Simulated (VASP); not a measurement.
Set up this calculation in VASP 6.6.1, as the native input.

```yaml
Task: single point
Functional: LDA
Potentials_or_basis: VASP PAW LDA potentials, release 64 (Ni, O)
Cutoff: 600 eV
k_mesh: 4 × 4 × 4
Occupations: fermi-dirac, width 0.1 eV
Spin: collinear spin, ferromagnetic start
Starting_moments: "[1.0, 0.0, 0.0] μB"
Hubbard_terms: Ni d U = 5.0 eV
Dipole_correction: no
Further_INCAR_settings: ALGO = Normal; EDIFF = 1e-06; NBANDS = 22
```

The structure of NiO2 lies in POSCAR:

```
NiO2
1.0
    1.4021290000      0.8095195556      6.9742946667
   -1.4021290000      0.8095195556      6.9742946667
    0.0000000000     -1.6190391112      6.9742946667
Ni O
1 2
Direct
    0.0000000000      0.0000000000      0.0000000000
    0.6212106667      0.6212106667      0.6212106667
    0.3787893333      0.3787893333      0.3787893333
```

These files were run (other wordings do the same):

INCAR

```
SYSTEM = NiO2
PREC = Accurate ; ENCUT = 600
EDIFF = 1E-6 ; ISMEAR = -1
SIGMA = 0.1 ; LREAL = .False.
LASPH = .True. ; NELM = 200
ALGO = Normal ; ISIF = 2
LWAVE = .False. ; LCHARG = .False.
ISPIN = 2 ; MAGMOM = 1 0 0
LORBIT = 11 ; LMAXMIX = 4
LDAU = .True. ; LDAUTYPE = 2
LDAUL = 2 -1 ; LDAUU = 5 0
LDAUJ = 0 0 ; LDAUPRINT = 1
GGA = CA ; NBANDS = 22
GGA_COMPAT = .False.
```

KPOINTS

```
Automatic mesh
0
Gamma
  4 4 4
  0 0 0
```

Potentials or basis: VASP PAW LDA potentials, release 64 (Ni, O).

Launch:

```sh
$ cat potpaw_LDA.64/Ni/POTCAR potpaw_LDA.64/O/POTCAR > POTCAR
$ mpirun -np 1 vasp_std > vasp.out
```

Results of the run:

```json
{"Pressure": "-11.8 GPa", "Largest force": "1.222 eV/Å", "Band gap on the k mesh": "1.70 eV", "Net moment": "0.00 μB per cell", "Valence electrons inside the program's atomic spheres": "Ni 9.64; O 4.87"}
```

Caveat: the k points lie up to 0.65 Å⁻¹ apart; the moments typed at the start vanished in this run; forces of over 1 eV/Å act on the atoms, so gaps and moduli don't describe the material at rest.

It took 3 min on 1 thread of Intel(R) Xeon(R) Platinum 8259CL CPU @ 2.50GHz (Skylake/Cascade Lake), with other jobs on the host, peak memory 0.38 GiB.
